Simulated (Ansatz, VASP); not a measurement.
## Au: VASP beside Ansatz

File INCAR:

```
PREC = Accurate
ENCUT = 520
EDIFF = 1E-6
ISMEAR = -1
SIGMA = 0.05
LREAL = False
LASPH = True
NELM = 80
ALGO = Normal
ISIF = 2
LWAVE = False
LCHARG = False
GGA = PS
NBANDS = 18
```

KPOINTS

```
Automatic mesh
0
Gamma
  11 11 6
```

The input POSCAR:

```
Au
1.0
    1.4404122013     -2.6086382200      0.0000000000
    1.4404122013      2.6086382200      0.0000000000
    0.0000000000      0.0000000000      4.6974428256
Au
2
Direct
    0.3346720300      0.6653279700      0.2500000000
    0.6653279700      0.3346720300      0.7500000000
```

File input.yaml:

```yaml
crystal:
  lattice:
    - [1.4404122013, -2.60863822, 0.0]
    - [1.4404122013, 2.60863822, 0.0]
    - [0.0, 0.0, 4.6974428256]
  atoms:
    - { symbol: Au, position: [0.33467203, 0.66532797, 0.25] }
    - { symbol: Au, position: [0.66532797, 0.33467203, 0.75] }
kpoints:
  mp_grid: { grid: [11, 11, 6] }
scf:
  occupations: { method: fermi_dirac, width: 0.05 }
hamiltonian:
  xc: pbesol
  pseudopotentials: { kind: all_electron, lapw: { basis_error: 0.001 } }
output:
  forces: true
  stress: true
  eigenvalues: true
```

Change from the starting cell: strain_z_fixed_volume = -0.04.

Alike in both runs: task single point; functional PBEsol; k mesh 11 × 11 × 6; occupations fermi-dirac, width 0.05 eV; no spin polarisation.

|  | VASP | Ansatz |
| --- | --- | --- |
| version | VASP 6.6.1 | Ansatz 0.2.0 |
| potentials or method | VASP PAW PBE potentials, release 64 (Au), cutoff 520 eV | all-electron LAPW, scalar-relativistic |

Ansatz gave:

| Property | Result |
| --- | --- |
| gap on the k mesh at the Fermi level (eV) | none |
| pressure (GPa) | -5.3 |
| traceless stress, the component that is largest in VASP (GPa) | -2.70 |
| rms of the force components (eV/Å) | 0.024 |

Task: Which values does VASP return?

Result: gap on the k mesh at the Fermi level (eV): none; pressure (GPa): -5.5; traceless stress, the component that is largest in VASP (GPa): -2.66; rms of the force components (eV/Å): 0.024.

VASP's potentials were made for PBE, not for PBEsol. Atom by atom the forces differ by 0.000 eV/Å (rms over components). A gap of «none» marks a metal or a gap that the smearing closes. Ansatz ran all-electron here, and VASP with PAW potentials.

Neither program's run includes spin-orbit coupling.
